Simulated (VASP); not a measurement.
Wanted: the native input for a VASP 6.6.1 run.

```
Task                   : single point
Functional             : PBE
Dispersion             : D3(BJ)
Potentials or basis    : VASP PAW PBE potentials, release 64 (P)
Cutoff                 : 520 eV
k mesh                 : 9 × 9 × 1
Occupations            : gaussian, width 0.02 eV
Spin                   : no spin polarisation
Dipole correction      : yes
Further INCAR settings : ALGO = Normal; EDIFF = 1e-06; NBANDS = 12
```

The structure of P lies in POSCAR:

```
P
1.0
    3.3842174567      0.0000000000      0.0000000000
   -1.6921087284      2.9308182894      0.0000000000
    0.0000000000      0.0000000000     28.0000000000
P
2
Direct
    0.3333333333      0.6666666667      0.5217530985
    0.6666666667      0.3333333333      0.4782469015
```

This cell differs from its parent crystal: biaxial strain +0.040, then relaxed in part.

These files were run (other wordings do the same):

INCAR

```
  ALGO = Normal
  DIPOL = 0.5 0.5 0.500
  EDIFF = 1E-6
  ENCUT = 520
  GGA = PE
  IDIPOL = 3
  ISIF = 2
  ISMEAR = 0
  IVDW = 12
  LASPH = True
  LCHARG = False
  LDIPOL = True
  LREAL = False
  LWAVE = False
  NBANDS = 12
  NELM = 60
  PREC = Accurate
  SIGMA = 0.02
```

KPOINTS

```
k-points
0
Gamma
  9 9 1
```

Potentials or basis: VASP PAW PBE potentials, release 64 (P).

Run with:

```sh
$ cat potpaw_PBE.64/P/POTCAR > POTCAR
$ mpirun -np 1 vasp_std > vasp.out
```

Results of the run:

```json
{
 "Largest force": "0.074 eV/Å",
 "Band gap on the k mesh": "1.75 eV, indirect (least direct gap 2.08 eV)",
 "Dispersion energy per atom": "-0.197 eV"
}
```

Caveat: the cell differs from its parent crystal (biaxial strain +0.040, then relaxed in part).

It took 74 s on 1 thread of Intel(R) Xeon(R) Platinum 8259CL CPU @ 2.50GHz (Skylake/Cascade Lake), with other jobs on the host, peak memory 0.39 GiB.
